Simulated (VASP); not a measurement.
Write the native input for VASP 6.6.1 that does the following.

| Quantity | Value |
| --- | --- |
| Task | single point |
| Functional | PBE |
| Potentials or basis | VASP PAW PBE potentials, release 64 (Sn_d, Pb_d) |
| Cutoff | 520 eV |
| k mesh | 6 × 6 × 12 |
| Occupations | gaussian, width 0.1 eV |
| Spin | no spin polarisation |
| Dipole correction | no |
| Further INCAR settings | ALGO = Fast; EDIFF = 1e-06; NBANDS = 28 |

The structure of Sn2Pb lies in POSCAR:

```
Sn2Pb
1.0
    5.4378963154      0.0000000000      0.0000000000
   -2.7189481577      4.7093563523      0.0000000000
    0.0000000000      0.0000000000      3.2064772984
Sn Pb
2 1
Direct
    0.3333333333      0.6666666667      0.5000000000
    0.6666666667      0.3333333333      0.5000000000
    0.0000000000      0.0000000000      0.0000000000
```

This cell differs from its parent crystal: volume scaled by 0.94, then relaxed in part.

These files were run (other wordings do the same):

INCAR

```
SYSTEM = Sn2Pb
PREC     = Accurate       ! precision mode
ENCUT    = 520            ! plane-wave cutoff, eV
EDIFF    = 1E-6           ! SCF threshold, eV
ISMEAR   = 0              ! smearing method
SIGMA    = 0.1            ! smearing width, eV
LREAL    = .False.        ! projectors in reciprocal space
LASPH    = .True.         ! aspherical terms in the spheres
NELM     = 100            ! most SCF steps
ALGO     = Fast           ! electronic algorithm
ISIF     = 2              ! what is computed and relaxed
LWAVE    = .False.        ! write WAVECAR
LCHARG   = .True.         ! write CHGCAR
GGA      = PE             ! functional
LELF     = .True.         ! ELF
LVHAR    = .True.       
NBANDS   = 28             ! bands
```

KPOINTS

```
regular mesh
0
Gamma
  6 6 12
  0 0 0
```

Potentials or basis: VASP PAW PBE potentials, release 64 (Sn_d, Pb_d).

Run with:

```console
$ cat potpaw_PBE.64/Sn_d/POTCAR potpaw_PBE.64/Pb_d/POTCAR > POTCAR
$ mpirun -np 1 vasp_std > vasp.out
```

It gave:

* Pressure: 3.3 GPa
* Band gap on the k mesh: zero (band 21 reaches 9.54 eV, above the bottom of band 22 at 5.64 eV)

Caveat: spin-orbit coupling is left out, which moves the levels of the heavy elements.

Wall time 85 s on 1 thread of Intel(R) Xeon(R) Platinum 8375C CPU @ 2.90GHz (Ice Lake), on a shared host, peak memory 0.25 GiB.
